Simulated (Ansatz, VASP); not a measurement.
## Two plane-wave programs on Zr

Contents of INCAR:

```
SYSTEM = Zr
PREC = Accurate
ENCUT = 520
EDIFF = 1E-7
ISMEAR = 0
SIGMA = 0.1
LREAL = .FALSE.
LASPH = .TRUE.
NELM = 60
ALGO = Normal
ISIF = 2
LWAVE = .FALSE.
LCHARG = .FALSE.
GGA = PE
NBANDS = 12
```

Contents of KPOINTS:

```
regular mesh
0
G
  16 16 16
  0 0 0
```

POSCAR

```
Zr
1.0
    0.0000000000      2.3402841000      2.3402841000
    2.3402841000      0.0000000000      2.3402841000
    2.3402841000      2.3402841000      0.0000000000
Zr
1
Direct
    0.0000000000      0.0000000000      0.0000000000
```

Input for Ansatz:

```yaml
crystal:
  lattice:
    - [0.0, 2.3402841, 2.3402841]
    - [2.3402841, 0.0, 2.3402841]
    - [2.3402841, 2.3402841, 0.0]
  atoms:
    - { symbol: Zr, position: [0.0, 0.0, 0.0] }
basis:
  ecutwfc: 420
kpoints:
  mp_grid: { grid: [16, 16, 16] }
hamiltonian:
  xc: pbe
scf:
  occupations: { method: gaussian, width: 0.1 }
output:
  forces: true
  stress: true
  eigenvalues: true
```

Alike in both runs: task single point; functional PBE; k mesh 16 × 16 × 16; occupations gaussian, width 0.1 eV; no spin polarisation.

```csv
,VASP,Ansatz
version,VASP 6.6.1,Ansatz 0.2.0
potentials or method,"VASP PAW PBE potentials, release 64 (Zr_sv), cutoff 520 eV","scalar-relativistic, plane waves, PAW"
valence electrons in the cell,12,12
```

|  | VASP | Ansatz | Ansatz less VASP |
| --- | --- | --- | --- |
| gap on the k mesh at the Fermi level (eV) | none | none | - |
| pressure (GPa) | -7.6 | -7.6 | -0.01 |

A gap of «none» marks a metal or a gap that the smearing closes. The functional is the same, so the differences come from potentials, cutoffs and numerics.
